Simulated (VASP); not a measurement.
# Ti5Si10H in VASP: single point with PBE+D3(BJ)

Aim: the single point of Ti5Si10H with PBE+D3(BJ).

Everything below comes from runs of VASP 6.6.1. Logs are shortened: lines on timing, memory, paths and dates and some standing lists are left out, and cuts for length are marked.

### 1 The cell of the first run

The cell holds a slab with vacuum, 16 atoms: a = 4.704 Å, b = 4.704 Å, c = 27.461 Å, α = 90.00°, β = 90.00°, γ = 119.56°.

### 2 Single point, PBE+D3(BJ)

File INCAR:

```
ALGO = Normal ; DIPOL = 0.5 0.5 0.478
EDIFF = 1E-6 ; ENCUT = 520
GGA = PE ; IDIPOL = 3
ISIF = 2 ; ISMEAR = 0
IVDW = 12 ; LASPH = True
LCHARG = True ; LDIPOL = True
LELF = True ; LREAL = Auto
LVACPOTAV = True ; LVHAR = True
LWAVE = False ; NBANDS = 64
NELM = 80 ; PREC = Accurate
SIGMA = 0.1
```

File KPOINTS:

```
k-points
0
Gamma
  7 7 1
```

File POSCAR:

```
Ti5Si10H
1.0
    4.7035829134      0.0000000000      0.0000000000
   -2.3206826702      4.0912252649      0.0000000000
    0.0000000000      0.0000000000     27.4614611160
Ti Si H
5 10 1
Direct
    0.5000000000      0.0000000000      0.3095246813
    0.0000000000      0.0000000000      0.3865550065
    0.0000000000      0.5000000000      0.4643997358
    0.5000000000      0.5000000000      0.5423030220
    0.5000000000      0.0000000000      0.6226331078
    0.1634549967      0.3365450033      0.3095246813
    0.8365450033      0.6634549967      0.3095246813
    0.3365450033      0.6634549967      0.3865550065
    0.6634549967      0.3365450033      0.3865550065
    0.6622048125      0.8379868138      0.4643612827
    0.3377951875      0.1620131862      0.4643612827
    0.8307390125      0.1631124358      0.5417911764
    0.1692609875      0.8368875642      0.5417911764
    0.1389111525      0.3243247953      0.6186980712
    0.8610888475      0.6756752047      0.6186980712
    0.5000000000      0.0000000000      0.6861533251
```

Potentials or basis: VASP PAW PBE potentials, release 64 (Ti_sv, Si, H).

Command:

```
$ cat potpaw_PBE.64/Ti_sv/POTCAR potpaw_PBE.64/Si/POTCAR potpaw_PBE.64/H/POTCAR > POTCAR
$ mpirun -np 1 vasp_std > vasp.out
```

OUTCAR:

```text
EDIFF = 1E-6
   ENCUT = 520
   GGA = PE
   ISIF = 2
   ISMEAR = 0
   IVDW = 12
   LASPH = True
   LREAL = Auto
   NELM = 80
   PREC = Accurate
 IVDW          = 12

 ion  position               nearest neighbor table
   1  0.500  0.000  0.310-   8 2.52   9 2.52   6 2.71   7 2.71   6 2.71   7 2.71   6 2.74   7 2.74

   2  0.000  0.000  0.387-   6 2.52   7 2.52  10 2.54  11 2.54   9 2.71   8 2.71   9 2.71   8 2.71
                             8 2.74   9 2.74
   3  0.000  0.500  0.464-  12 2.53  13 2.53   8 2.54   9 2.54  11 2.71  10 2.71  10 2.71  11 2.71
                            10 2.75  11 2.75
   4  0.500  0.500  0.542-  10 2.55  11 2.55  14 2.57  15 2.57  12 2.71  13 2.71  13 2.71  12 2.71
                            13 2.74  12 2.74
   5  0.500  0.000  0.623-  16 1.74  13 2.60  12 2.60  14 2.62  15 2.62  14 2.77  15 2.77  15 2.79
                            14 2.79
   6  0.163  0.337  0.310-   8 2.50   2 2.52   7 2.66   1 2.71   1 2.71   1 2.74   7 2.75   7 2.75
[... 4 lines left out ...]
                             9 2.75   9 2.75
   9  0.663  0.337  0.387-   7 2.50  11 2.52   1 2.52   3 2.54   8 2.66   2 2.71   2 2.71   2 2.74
                             8 2.75   8 2.75
  10  0.662  0.838  0.464-  12 2.51   8 2.52   2 2.54   4 2.55  11 2.64   3 2.71   3 2.71   3 2.75
                            11 2.76  11 2.77  13 3.14
  11  0.338  0.162  0.464-  13 2.51   9 2.52   2 2.54   4 2.55  10 2.64   3 2.71   3 2.71   3 2.75
                            10 2.76  10 2.77  12 3.14
  12  0.831  0.163  0.542-  14 2.46  10 2.51   3 2.53   5 2.60  13 2.70  13 2.71   4 2.71   4 2.71
                             4 2.74  13 2.76  11 3.14
  13  0.169  0.837  0.542-  15 2.46  11 2.51   3 2.53   5 2.60  12 2.70  12 2.71   4 2.71   4 2.71
                             4 2.74  12 2.76  10 3.14
  14  0.139  0.324  0.619-  12 2.46  15 2.56   4 2.57   5 2.62  15 2.66   5 2.77   5 2.79  15 2.95

  15  0.861  0.676  0.619-  13 2.46  14 2.56   4 2.57   5 2.62  14 2.66   5 2.77   5 2.79  14 2.95

  16  0.500  0.000  0.686-   5 1.74

  LATTYP: Found a base centered orthorhombic cell.
 ALAT       =     4.7345895004
 B/A-ratio  =     1.7169100034
 C/A-ratio  =     5.8001778430

  Lattice vectors:

 A1 = (   4.7035829134,   0.0000000000,   0.0000000000)
 A2 = (  -2.3206826702,   4.0912252649,   0.0000000000)
 A3 = (   0.0000000000,   0.0000000000,  27.4614611160)

Analysis of symmetry for initial positions (statically):
=====================================================================
 Subroutine PRICEL returns:
 Original cell was already a primitive cell.

 Routine SETGRP: Setting up the symmetry group for a
 base centered orthorhombic supercell.

 Subroutine GETGRP returns: Found  2 space group operations
 (whereof  2 operations were pure point group operations)
 out of a pool of  8 trial point group operations.

The static configuration has the point symmetry C_2 .

Analysis of symmetry for dynamics (positions and initial velocities):
=====================================================================
 Subroutine PRICEL returns:
 Original cell was already a primitive cell.

 Routine SETGRP: Setting up the symmetry group for a
 base centered orthorhombic supercell.

 Subroutine GETGRP returns: Found  2 space group operations
 (whereof  2 operations were pure point group operations)
 out of a pool of  8 trial point group operations.

The dynamic configuration has the point symmetry C_2 .

 Subroutine INISYM returns: Found  2 space group operations
 (whereof  2 operations are pure point group operations),
 and found     1 'primitive' translations

----------------------------------------------------------------------------------------

                                     Primitive cell

  volume of cell :     528.4524

  direct lattice vectors                    reciprocal lattice vectors
     4.703582913  0.000000000  0.000000000     0.212603885  0.120596183  0.000000000
    -2.320682670  4.091225265  0.000000000     0.000000000  0.244425554  0.000000000
     0.000000000  0.000000000 27.461461116     0.000000000  0.000000000  0.036414668

  length of vectors
     4.703582913  4.703582913 27.461461116     0.244425554  0.244425554  0.036414668

  position of ions in fractional coordinates (direct lattice)
     0.500000000  0.000000000  0.309524681
     0.000000000  0.000000000  0.386555006
     0.000000000  0.500000000  0.464399736
     0.500000000  0.500000000  0.542303022
     0.500000000  0.000000000  0.622633108
     0.163454997  0.336545003  0.309524681
[... 8 lines left out ...]
     0.861088847  0.675675205  0.618698071
     0.500000000  0.000000000  0.686153325

  ion indices of the primitive-cell ions
[... 31 lines left out ...]
     0.000000000  0.000000000  0.036414668     0.000000000  0.000000000  1.000000000

  Length of vectors
     0.034917936  0.034917936  0.036414668

  Shift w.r.t. Gamma in fractional coordinates (k-lattice)
     0.000000000  0.000000000  0.000000000

 Subroutine IBZKPT returns following result:
 ===========================================

 Found     25 irreducible k-points:

 Following reciprocal coordinates:
            Coordinates               Weight
  0.000000  0.000000  0.000000      1.000000
  0.142857 -0.000000  0.000000      2.000000
  0.000000  0.142857  0.000000      2.000000
  0.285714 -0.000000  0.000000      2.000000
  0.000000  0.285714  0.000000      2.000000
  0.428571 -0.000000  0.000000      2.000000
[... 16 lines left out ...]
 -0.285714  0.285714  0.000000      2.000000
  0.428571  0.428571  0.000000      2.000000
   k-points           NKPTS =     25   k-points in BZ     NKDIM =     25   number of bands    NBANDS=     64
   number of dos      NEDOS =    301   number of ions     NIONS =     16
   total plane-waves  NPLWV = 272160
   dimension x,y,z NGX =    36 NGY =   36 NGZ =  210
   dimension x,y,z NGXF=    72 NGYF=   72 NGZF=  420
   ions per type =               5  10   1
   NGX,Y,Z   is equivalent  to a cutoff of  12.72, 12.72, 12.71 a.u.
   NGXF,Y,Z  is equivalent  to a cutoff of  25.45, 25.45, 25.43 a.u.
 SYSTEM =  unknown system
   PREC   = accura    normal or accurate (medium, high low for compatibility)
   ISTART =      0    job   : 0-new  1-cont  2-samecut
   ICHARG =      2    charge: 1-file 2-atom 10-const
   ISPIN  =      1    spin polarized calculation?
   LNONCOLLINEAR =      F non collinear calculations
   LSORBIT =      F    spin-orbit coupling
   LASPH  =      T    aspherical Exc in radial PAW
   ENCUT  =  520.0 eV  38.22 Ry    6.18 a.u.   8.75  8.75 51.06*2*pi/ulx,y,z
   NELM   =     80;   NELMIN=  2; NELMDL= -5     # of ELM steps
   EDIFF  = 0.1E-05   stopping-criterion for ELM
   LREAL  =      T    real-space projection
   EDIFFG = 0.1E-04   stopping-criterion for IOM
   NSW    =      0    number of steps for IOM
   IBRION =     -1    ionic relax: 0-MD 1-quasi-New 2-CG
   NFREE  =      0    steps in history (QN), initial steepest desc. (CG)
   ISIF   =      2    stress and relaxation
   ISYM   =      2    0-nonsym 1-usesym 2-fastsym
   POTIM  = 0.5000    time-step for ionic-motion
   TEBEG  =    0.0;   TEEND  =   0.0 temperature during run
   PSTRESS=    0.0 pullay stress
   NELECT =     101.0000    total number of electrons
   NUPDOWN=      -1.0000    fix difference up-down
   EMIN   =  10.00;   EMAX   =-10.00  energy-range for DOS
   EFERMI =   0.00;   METHOD = LEGACY
   ISMEAR =     0;   SIGMA  =   0.10  broadening in eV -4-tet -1-fermi 0-gaus
   EFERMI_NEDOS =   21; number of points for ismear=-14 and -15
   IALGO  =     38    algorithm
   IMIX   =      4    mixing-type and parameters
     AMIX     =   0.40;   BMIX     =  1.00
     AMIX_MAG =   1.60;   BMIX_MAG =  1.00
  volume/ion in A,a.u.               =      33.03       222.89
  Fermi-wavevector in a.u.,A,eV,Ry     =   0.943004  1.782018 12.099059  0.889256
  Thomas-Fermi vector in A             =   2.070668
   LORBIT       =      0    0 simple, 1 ext, 2 COOP (PROOUT), +10 PAW based schemes
   GGA     = PE    functional components
   LHFCALC =     F    Hartree Fock is set to
   AEXX    =    0.0000 exact exchange contribution
   IVDW    =    12    specifies the selected vdW correction
   LEPSILON=     F    determine dielectric tensor
   LRPA    =     F    only Hartree local field effects (RPA)
 non-spin polarized calculation
 Gauss-broadening in eV      SIGMA  =   0.10
  energy-cutoff  :      520.00
  volume of cell :      528.45
 maximum number of plane-waves:     14249
   NGX = 17   NGY = 17   NGZ =103

 dipolmoment           0.000000      0.000000     -1.055383 electrons x Angstroem

 number of electron     101.0000018 magnetization

 dipolmoment           0.000000      0.000000      0.232851 electrons x Angstroem

 Free energy of the ion-electron system (eV)
  ---------------------------------------------------
  ext. energy  EPLUGINS =         0.00000000
  ---------------------------------------------------
  free energy    TOTEN  =      -100.25893981 eV

  energy without entropy =     -100.22942098  energy(sigma->0) =     -100.24418040

 E-fermi :   1.2040     XC(G=0):  -5.4201

 val. band max:        1.1752737246   @ k =   0.0000   0.2857   0.0000
 cond. band min:       1.2083623938   @ k =  -0.4286   0.1429   0.0000
 fundamental gap:      0.0330886691
 Fermi energy:         1.2039747958

 k-point     1 :       0.0000    0.0000    0.0000
  band No.  band energies     occupation
      1     -55.6665      2.00000
      2     -55.4276      2.00000
      3     -55.1201      2.00000
      4     -55.1058      2.00000
      5     -55.0513      2.00000
      6     -32.1132      2.00000
[... 1549 lines left out ...]
     61       3.7913      0.00000
     62       3.9555      0.00000

 [... further k-points ...]

 [bands above 62 left out]

------------------------ aborting loop because EDIFF is reached ----------------------------------------

 Edisp (eV)   -6.57801

 E8    (eV) :    -2.9405

  FORCE on cell =-STRESS in cart. coord.  units (eV):
  Direction    XX          YY          ZZ          XY          YZ          ZX
  --------------------------------------------------------------------------------------
  -------------------------------------------------------------------------------------
  Total      -7.78420    -8.05412     1.39137     0.94902     0.00000     0.00000
  in kB     -23.60036   -24.41872     4.21840     2.87728     0.00000     0.00000
  external pressure =      -14.60 kB  Pullay stress =        0.00 kB

 VOLUME and BASIS-vectors are now :
 -----------------------------------------------------------------------------
  energy-cutoff  :      520.00
  volume of cell :      528.45
      direct lattice vectors                 reciprocal lattice vectors
     4.703582913  0.000000000  0.000000000     0.212603885  0.120596183  0.000000000
    -2.320682670  4.091225265  0.000000000     0.000000000  0.244425554  0.000000000
     0.000000000  0.000000000 27.461461116     0.000000000  0.000000000  0.036414668

 POSITION                                       TOTAL-FORCE (eV/Angst)
 -----------------------------------------------------------------------------------
      2.35179      0.00000      8.50000         0.000000      0.000000     -0.442744
      0.00000      0.00000     10.61537         0.000000      0.000000      0.299881
     -1.16034      2.04561     12.75310         0.000000      0.000000     -0.003329
      1.19145      2.04561     14.89243         0.000000      0.000000      0.012041
      2.35179      0.00000     17.09841         0.000000      0.000000      0.018167
     -0.01219      1.37688      8.50000         0.002367      0.184507     -0.131808
[... 8 lines left out ...]
      2.48218      2.76434     16.99035        -0.000104      0.000995     -0.003801
      2.35179      0.00000     18.84277         0.000000      0.000000     -0.004215
 -----------------------------------------------------------------------------------
    total drift:                                0.000000      0.000000      0.024409

  FREE ENERGIE OF THE ION-ELECTRON SYSTEM (eV)
  ---------------------------------------------------
  free  energy   TOTEN  =      -106.8369529093 eV

  energy  without entropy=     -106.8074340731  energy(sigma->0) =     -106.82219349

 vacuum level on the upper side and lower side of the slab         7.253         5.064
```

It took 33 min on 1 thread of Intel Xeon 6975P-C (Granite Rapids), shared host; peak memory 0.87 GiB.

What came out:

```yaml
Free_energy: -106.8370 eV
Largest_force: 0.443 eV/Å
Band_gap_on_the_k_mesh: zero (an odd number of electrons rules out a gap without spin polarisation)
Dispersion_energy_per_atom: -0.411 eV
```

Forces in eV/Å, atoms in the order of the input:
```
Ti   0.000  0.000 -0.443
Ti   0.000  0.000  0.300
Ti   0.000  0.000 -0.003
Ti   0.000  0.000  0.012
Ti   0.000  0.000  0.018
Si   0.002  0.185 -0.132
Si  -0.002 -0.185 -0.132
Si   0.030 -0.094  0.198
Si  -0.030  0.094  0.198
Si   0.001 -0.001 -0.002
Si  -0.001  0.001 -0.002
Si   0.000 -0.001  0.000
Si   0.000  0.001  0.000
Si   0.000 -0.001 -0.004
Si   0.000  0.001 -0.004
H    0.000  0.000 -0.004
```

Levels at points of the mesh, in eV from the Fermi level:
```
           k point  band 46  band 47  band 48  band 49  band 50  band 51  band 52  band 53  band 54  band 55
(0.00, 0.00, 0.00)    -1.55    -1.43    -1.29    -1.21    -1.14    -0.17     0.34     0.55     0.61     0.83
```

Caveat: an odd number of electrons without spin polarisation forces a metal; a magnetic or distorted state may lie lower.

The gap in the log of VASP goes by the Fermi energy; the results here count the filled bands.